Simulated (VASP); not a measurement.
Runs of VASP 6.6.1 on Si. The structure is that of space group P6_3/mmc (No. 194), or close to it. The cells are those of the table. This isn't the form of Si at room conditions, which is diamond.

| task | level | cell | cutoff (eV) | gap on the mesh (eV) | pressure (GPa) | relaxed volume (Å³/atom) |
| --- | --- | --- | --- | --- | --- | --- |
| relaxation of cell and atoms | r2SCAN | relaxed from a = 2.444, b = 2.444, c = 4.152 Å, angles 90.0, 90.0, 120.0°, 2 atoms | 600 | none | 0.0 | 13.72 |
| single point | r2SCAN | a = 2.625, b = 2.625, c = 4.598 Å, angles 90.0, 90.0, 120.0°, 2 atoms | 520 | none | 0.1 | - |
| single point | revPBE+D3(BJ) | a = 2.611, b = 2.611, c = 4.395 Å, angles 90.0, 90.0, 120.0°, 2 atoms | 520 | none | (b) | - |
| relaxation of cell and atoms | PBE | relaxed from a = 2.444, b = 2.444, c = 4.152 Å, angles 90.0, 90.0, 120.0°, 2 atoms | 600 | none | -0.2 | (a) |
| relaxation of cell and atoms | revPBE+D3(BJ) | relaxed from a = 2.444, b = 2.444, c = 4.152 Å, angles 90.0, 90.0, 120.0°, 2 atoms | 600 | none | -0.2 | 12.94 |
| relaxation of cell and atoms | r2SCAN+rVV10 | relaxed from a = 2.444, b = 2.444, c = 4.152 Å, angles 90.0, 90.0, 120.0°, 2 atoms | 600 | none | 0.0 | 13.66 |
| single point | PBE | a = 2.701, b = 2.701, c = 4.555 Å, angles 90.0, 90.0, 120.0°, 2 atoms | 520 | none | 0.0 | - |
| single point | r2SCAN+rVV10 | a = 2.622, b = 2.622, c = 4.586 Å, angles 90.0, 90.0, 120.0°, 2 atoms | 520 | none | 0.1 | - |

Alike in all rows: potentials or basis VASP PAW PBE potentials, release 64 (Si); no spin polarisation; k mesh 13 × 13 × 7; smearing fermi-dirac 0.1 eV.

Question: Fill in the values left out.

Answer: (a) 14.40; (b) -0.5.

Caveats: the PAW data sets were made with another functional, which shifts forces and pressure a little (at least some runs); the volume moved by over 15 % at a fixed basis, so the end points are rough (at least some runs).

A gap of «none» marks levels without a gap at the run's occupations.
